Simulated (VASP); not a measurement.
# MgS in VASP: a series of runs

MgS is run at these levels: PBEsol; tasks: single point.

All numbers are computed with VASP 6.6.1; they aren't measurements. Logs are shortened: lines on timing, memory, paths and dates and some standing lists are left out, and cuts for length are marked.

### Step 1. The cell of the first run

The structure is tetragonal, space group I4/mmm (No. 139). The conventional cell has a = 3.681 Å, b = 3.681 Å, c = 5.078 Å, α = 90.00°, β = 90.00°, γ = 90.00°. Mg (site symmetry 4/mmm) has 6 S at 2.54 to 2.60 Å within 3.4 Å. Within 3.4 Å of S (site symmetry 4/mmm) lie 6 Mg at 2.54 to 2.60 Å.

### Step 2. Single point, PBEsol (uniaxial strain along c: -2.0 %, then relaxed in part)

Contents of INCAR:

```
ALGO = Normal ; EDIFF = 1E-7
ENCUT = 520 ; GGA = PS
ISIF = 2 ; ISMEAR = 0
LASPH = T ; LCHARG = F
LREAL = F ; LWAVE = F
NBANDS = 16 ; NELM = 80
PREC = Accurate ; SIGMA = 0.02
```

Contents of KPOINTS:

```
k-points
0
Gamma
  6 6 6
```

Contents of POSCAR:

```
MgS
1.0
    2.6028445931      2.6028445931      0.0000000000
   -2.6028445931      2.6028445931      0.0000000000
    0.0000000000      0.0000000000      5.0783082720
Mg S
2 2
Direct
    0.0000000000      0.0000000000      0.0000000000
    0.5000000000      0.5000000000      0.5000000000
    0.5000000000      0.5000000000      0.0000000000
    0.0000000000      0.0000000000      0.5000000000
```

Potentials or basis: VASP PAW PBE potentials, release 64 (Mg, S).

On the command line:

```sh
cat potpaw_PBE.64/Mg/POTCAR potpaw_PBE.64/S/POTCAR > POTCAR
mpirun -np 1 vasp_std > vasp.out
```

OUTCAR:

```text
EDIFF = 1E-7
   ENCUT = 520
   GGA = PS
   ISIF = 2
   ISMEAR = 0
   LASPH = T
   LREAL = F
   NELM = 80
   PREC = Accurate

 ion  position               nearest neighbor table
   1  0.000  0.000  0.000-   4 2.54   4 2.54   3 2.60   3 2.60   3 2.60   3 2.60   2 3.64   2 3.64
                             2 3.64   2 3.64   2 3.64   2 3.64   2 3.64   2 3.64
   2  0.500  0.500  0.500-   3 2.54   3 2.54   4 2.60   4 2.60   4 2.60   4 2.60   1 3.64   1 3.64
                             1 3.64   1 3.64   1 3.64   1 3.64   1 3.64   1 3.64
   3  0.500  0.500  0.000-   2 2.54   2 2.54   1 2.60   1 2.60   1 2.60   1 2.60
   4  0.000  0.000  0.500-   1 2.54   1 2.54   2 2.60   2 2.60   2 2.60   2 2.60

  LATTYP: Found a simple tetragonal cell.
 ALAT       =     3.6809781243
 C/A-ratio  =     1.3796083814

  Lattice vectors:

 A1 = (   2.6028445931,   2.6028445931,   0.0000000000)
 A2 = (  -2.6028445931,   2.6028445931,   0.0000000000)
 A3 = (   0.0000000000,   0.0000000000,   5.0783082720)

Analysis of symmetry for initial positions (statically):
=====================================================================
 Subroutine PRICEL returns following result:

  LATTYP: Found a body centered tetragonal cell.
 ALAT       =     3.6809781243
 C/A-ratio  =     1.3796083814

  Lattice vectors:

 A1 = (   0.0000000000,  -2.6028445931,  -2.5391541360)
 A2 = (   0.0000000000,   2.6028445931,  -2.5391541360)
 A3 = (   2.6028445931,   0.0000000000,   2.5391541360)

   2 primitive cells build up your supercell.

 Routine SETGRP: Setting up the symmetry group for a
 simple tetragonal supercell.

 Subroutine GETGRP returns: Found 16 space group operations
 (whereof 16 operations were pure point group operations)
 out of a pool of 16 trial point group operations.

The static configuration has the point symmetry D_4h.

Analysis of symmetry for dynamics (positions and initial velocities):
=====================================================================
 Subroutine PRICEL returns following result:

  LATTYP: Found a body centered tetragonal cell.
 ALAT       =     3.6809781243
 C/A-ratio  =     1.3796083814

  Lattice vectors:

 A1 = (   0.0000000000,  -2.6028445931,  -2.5391541360)
 A2 = (   0.0000000000,   2.6028445931,  -2.5391541360)
 A3 = (   2.6028445931,   0.0000000000,   2.5391541360)

   2 primitive cells build up your supercell.

 Routine SETGRP: Setting up the symmetry group for a
 simple tetragonal supercell.

 Subroutine GETGRP returns: Found 16 space group operations
 (whereof 16 operations were pure point group operations)
 out of a pool of 16 trial point group operations.

The dynamic configuration has the point symmetry D_4h.

 Subroutine INISYM returns: Found 16 space group operations
 (whereof 16 operations are pure point group operations),
 and found     2 'primitive' translations

----------------------------------------------------------------------------------------

                                     Primitive cell

  volume of cell :      34.4045

  direct lattice vectors                    reciprocal lattice vectors
     0.000000000 -2.602844593 -2.539154136     0.192097523 -0.192097523 -0.196915970
     0.000000000  2.602844593 -2.539154136     0.192097523  0.192097523 -0.196915970
     2.602844593  0.000000000  2.539154136     0.384195047  0.000000000  0.000000000

  length of vectors
     3.636221074  3.636221074  3.636221074     0.335527668  0.335527668  0.384195047

  position of ions in fractional coordinates (direct lattice)
     0.000000000  0.000000000  0.000000000
     0.500000000  0.500000000  0.000000000

  ion indices of the primitive-cell ions
   primitive index   ion index
                 1           1
                 2           4

----------------------------------------------------------------------------------------

 KPOINTS: k-points

Automatic generation of k-mesh.
 Grid dimensions read from file:
 generate k-points for:    6    6    6

 Generating k-lattice:

  Cartesian coordinates                     Fractional coordinates (reciprocal lattice)
     0.032016254  0.032016254  0.000000000     0.166666667  0.000000000  0.000000000
    -0.032016254  0.032016254  0.000000000     0.000000000  0.166666667  0.000000000
     0.000000000  0.000000000  0.032819328     0.000000000  0.000000000  0.166666667

  Length of vectors
     0.045277820  0.045277820  0.032819328

  Shift w.r.t. Gamma in fractional coordinates (k-lattice)
     0.000000000  0.000000000  0.000000000

 Subroutine IBZKPT returns following result:
 ===========================================

 Found     40 irreducible k-points:

 Following reciprocal coordinates:
            Coordinates               Weight
  0.000000  0.000000  0.000000      1.000000
  0.166667  0.000000  0.000000      4.000000
  0.333333  0.000000  0.000000      4.000000
  0.500000  0.000000  0.000000      2.000000
  0.166667  0.166667  0.000000      4.000000
  0.333333  0.166667  0.000000      8.000000
[... 16 lines left out ...]
  0.333333  0.000000  0.333333      8.000000
  0.500000  0.000000  0.333333      4.000000
 [... further k-points ...]
   k-points           NKPTS =     40   k-points in BZ     NKDIM =     40   number of bands    NBANDS=     16
   number of dos      NEDOS =    301   number of ions     NIONS =      4
   total plane-waves  NPLWV =  31360
   dimension x,y,z NGX =    28 NGY =   28 NGZ =   40
   dimension x,y,z NGXF=    56 NGYF=   56 NGZF=   80
   ions per type =               2   2
   NGX,Y,Z   is equivalent  to a cutoff of  12.65, 12.65, 13.09 a.u.
   NGXF,Y,Z  is equivalent  to a cutoff of  25.29, 25.29, 26.19 a.u.
 SYSTEM =  unknown system
   PREC   = accura    normal or accurate (medium, high low for compatibility)
   ISTART =      0    job   : 0-new  1-cont  2-samecut
   ICHARG =      2    charge: 1-file 2-atom 10-const
   ISPIN  =      1    spin polarized calculation?
   LNONCOLLINEAR =      F non collinear calculations
   LSORBIT =      F    spin-orbit coupling
   LASPH  =      T    aspherical Exc in radial PAW
   ENCUT  =  520.0 eV  38.22 Ry    6.18 a.u.   6.84  6.84  9.44*2*pi/ulx,y,z
   NELM   =     80;   NELMIN=  2; NELMDL= -5     # of ELM steps
   EDIFF  = 0.1E-06   stopping-criterion for ELM
   LREAL  =      F    real-space projection
   EDIFFG = 0.1E-05   stopping-criterion for IOM
   NSW    =      0    number of steps for IOM
   IBRION =     -1    ionic relax: 0-MD 1-quasi-New 2-CG
   NFREE  =      0    steps in history (QN), initial steepest desc. (CG)
   ISIF   =      2    stress and relaxation
   ISYM   =      2    0-nonsym 1-usesym 2-fastsym
   POTIM  = 0.5000    time-step for ionic-motion
   TEBEG  =    0.0;   TEEND  =   0.0 temperature during run
   PSTRESS=    0.0 pullay stress
   NELECT =      16.0000    total number of electrons
   NUPDOWN=      -1.0000    fix difference up-down
   EMIN   =  10.00;   EMAX   =-10.00  energy-range for DOS
   EFERMI =   0.00;   METHOD = LEGACY
   ISMEAR =     0;   SIGMA  =   0.02  broadening in eV -4-tet -1-fermi 0-gaus
   EFERMI_NEDOS =   21; number of points for ismear=-14 and -15
   IALGO  =     38    algorithm
   IMIX   =      4    mixing-type and parameters
     AMIX     =   0.40;   BMIX     =  1.00
     AMIX_MAG =   1.60;   BMIX_MAG =  1.00
  volume/ion in A,a.u.               =      17.20       116.09
  Fermi-wavevector in a.u.,A,eV,Ry     =   1.006699  1.902385 13.788728  1.013443
  Thomas-Fermi vector in A             =   2.139458
   LORBIT       =      0    0 simple, 1 ext, 2 COOP (PROOUT), +10 PAW based schemes
   GGA     = PS    functional components
   LHFCALC =     F    Hartree Fock is set to
   AEXX    =    0.0000 exact exchange contribution
   IVDW    =     0    specifies the selected vdW correction
   LEPSILON=     F    determine dielectric tensor
   LRPA    =     F    only Hartree local field effects (RPA)
 non-spin polarized calculation
 Gauss-broadening in eV      SIGMA  =   0.02
  energy-cutoff  :      520.00
  volume of cell :       68.81
 maximum number of plane-waves:      1876
 NGX is ok and might be reduce to    28
   NGX = 13   NGY = 13   NGZ = 19

 number of electron      16.0000002 magnetization

 Free energy of the ion-electron system (eV)
  ---------------------------------------------------
  ext. energy  EPLUGINS =         0.00000000
  ---------------------------------------------------
  free energy    TOTEN  =       -18.13671405 eV

  energy without entropy =      -18.13671405  energy(sigma->0) =      -18.13671405

 E-fermi :   4.0202     XC(G=0):  -9.9327

 val. band max:        3.9234324886   @ k =   0.0000   0.0000   0.0000
 cond. band min:       6.5573383274   @ k =   0.0000   0.0000   0.0000
 fundamental gap:      2.6339058388
 Fermi energy:         4.0202042174

 k-point     1 :       0.0000    0.0000    0.0000
  band No.  band energies     occupation
      1      -8.9341      2.00000
      2      -7.0861      2.00000
      3      -0.4754      2.00000
      4       2.0482      2.00000
      5       2.0482      2.00000
      6       3.8104      2.00000
[... 8 lines left out ...]
     15      14.0471      0.00000
     16      14.3947      0.00000

 k-point     2 :       0.1667    0.0000    0.0000
  band No.  band energies     occupation
      1      -8.7505      2.00000
      2      -7.0863      2.00000
      3      -0.2501      2.00000
      4       1.1782      2.00000
      5       2.2018      2.00000
      6       2.8093      2.00000
[... 8 lines left out ...]
     15      12.8838      0.00000
     16      14.0699      0.00000

 k-point     3 :       0.3333    0.0000    0.0000
  band No.  band energies     occupation
      1      -8.2555      2.00000
      2      -7.2094      2.00000
      3       0.1631      2.00000
      4       0.4034      2.00000
      5       1.1760      2.00000
      6       2.5461      2.00000
[... 8 lines left out ...]
     15      12.8036      0.00000
     16      12.8200      0.00000

 k-point     4 :       0.5000    0.0000    0.0000
  band No.  band energies     occupation
      1      -7.6404      2.00000
      2      -7.6404      2.00000
      3       0.1492      2.00000
      4       0.1492      2.00000
      5       1.4021      2.00000
      6       1.4021      2.00000
[... 8 lines left out ...]
     15      11.8248      0.00000
     16      11.8248      0.00000

 k-point     5 :       0.1667    0.1667    0.0000
  band No.  band energies     occupation
      1      -8.5746      2.00000
      2      -7.0765      2.00000
      3      -0.0305      2.00000
      4       1.1271      2.00000
      5       1.5808      2.00000
      6       2.3329      2.00000
[... 8 lines left out ...]
     15      12.9823      0.00000
     16      13.0804      0.00000

 k-point     6 :       0.3333    0.1667    0.0000
  band No.  band energies     occupation
      1      -8.1048      2.00000
      2      -7.1630      2.00000
      3       0.2121      2.00000
      4       0.6014      2.00000
      5       1.0183      2.00000
      6       1.9595      2.00000
[... 8 lines left out ...]
     15      12.7383      0.00000
     16      13.5623      0.00000
[... 267 lines left out ...]
 k-point    21 :       0.0000    0.0000    0.3333
  band No.  band energies     occupation
      1      -8.5523      2.00000
      2      -7.6488      2.00000
      3       0.3344      2.00000
      4       2.2419      2.00000
      5       2.4141      2.00000
      6       2.4141      2.00000
[... 8 lines left out ...]
     15      12.8337      0.00000
     16      13.8160      0.00000

 k-point    22 :       0.1667    0.0000    0.3333
  band No.  band energies     occupation
      1      -8.3915      2.00000
      2      -7.5690      2.00000
      3       0.0393      2.00000
      4       1.3148      2.00000
      5       2.0904      2.00000
      6       2.5407      2.00000
[... 8 lines left out ...]
     15      12.5872      0.00000
     16      13.3209      0.00000

 k-point    23 :       0.3333    0.0000    0.3333
  band No.  band energies     occupation
      1      -7.9832      2.00000
      2      -7.4496      2.00000
      3      -0.7293      2.00000
      4      -0.0980      2.00000
      5       2.2595      2.00000
      6       2.8638      2.00000
[... 8 lines left out ...]
     15      13.2472      0.00000
     16      13.3777      0.00000

 k-point    24 :       0.5000    0.0000    0.3333
  band No.  band energies     occupation
      1      -7.5708      2.00000
      2      -7.5708      2.00000
      3      -0.9185      2.00000
      4      -0.9185      2.00000
      5       2.8953      2.00000
      6       2.8953      2.00000
[... 8 lines left out ...]
     15      14.3715      0.00000
     16      14.3715      0.00000

 [... further k-points ...]

------------------------ aborting loop because EDIFF is reached ----------------------------------------

  FORCE on cell =-STRESS in cart. coord.  units (eV):
  Direction    XX          YY          ZZ          XY          YZ          ZX
  --------------------------------------------------------------------------------------
  -------------------------------------------------------------------------------------
  Total       -0.0838183     -0.0838183      1.2028154      0.0000000      0.0000000      0.0000000
  in kB       -1.9516585     -1.9516585     28.0068352      0.0000000      0.0000000      0.0000000
  external PRESSURE =       8.0345061 kB  Pullay stress =       0.0000000 kB

 VOLUME and BASIS-vectors are now :
 -----------------------------------------------------------------------------
  energy-cutoff  :      520.00
  volume of cell :       68.81
      direct lattice vectors                 reciprocal lattice vectors
     2.602844593  2.602844593  0.000000000     0.192097523  0.192097523  0.000000000
    -2.602844593  2.602844593  0.000000000    -0.192097523  0.192097523  0.000000000
     0.000000000  0.000000000  5.078308272     0.000000000  0.000000000  0.196915970

 POSITION                                       TOTAL-FORCE (eV/Angst)
 -----------------------------------------------------------------------------------
      0.00000      0.00000      0.00000         0.000000     -0.000000      0.000000
      0.00000      2.60284      2.53915         0.000000     -0.000000     -0.000000
      0.00000      2.60284      0.00000        -0.000000      0.000000      0.000000
      0.00000      0.00000      2.53915        -0.000000      0.000000      0.000000
 -----------------------------------------------------------------------------------
    total drift:                               -0.000000      0.000000     -0.000000

  FREE ENERGIE OF THE ION-ELECTRON SYSTEM (eV)
  ---------------------------------------------------
  free  energy   TOTEN  =       -18.1367140499 eV

  energy  without entropy=      -18.1367140499  energy(sigma->0) =      -18.13671405
```

Run time: 29 s. Hardware: 1 thread of Intel Xeon 6975P-C, shared host; peak memory 0.2 GiB.

Results:

```
Free energy            : -18.1367 eV
Pressure               : 0.8 GPa
Band gap on the k mesh : 2.63 eV
```

Stress tensor (GPa, compression positive):
```
-0.20  0.00  0.00
 0.00 -0.20  0.00
 0.00  0.00  2.80
```

Levels at points of the mesh, in eV from the valence-band top:
```
           k point  band 4  band 5  band 6  band 7  band 8  band 9  band 10  band 11  band 12  band 13
(0.00, 0.00, 0.00)   -1.88   -1.88   -0.11    0.00    0.00    2.63     3.74     4.07     7.72     7.72
(0.50, 0.00, 0.00)   -3.77   -2.52   -2.52   -0.75   -0.75    5.48     5.48     7.67     7.67     7.85
(0.50, 0.50, 0.00)   -4.43   -1.87   -1.87   -1.65   -1.65    2.77     2.77     4.17     4.17    11.98
(0.00, 0.00, 0.50)   -2.72   -1.09   -1.09   -1.09   -1.09    5.04     5.04     5.39     5.39     8.35
(0.50, 0.00, 0.50)   -5.06   -0.70   -0.70   -0.63   -0.63    4.39     4.39     6.68     6.68     6.97
(0.50, 0.50, 0.50)   -3.39   -3.39   -3.39   -2.61   -2.61    5.42     5.42     7.97     7.97     7.97
```

Caveat: the cell differs from its parent crystal (uniaxial strain along c: -2.0 %, then relaxed in part); the PAW data sets were made with another functional, which shifts forces and pressure a little.

[end of part 1 of 2]
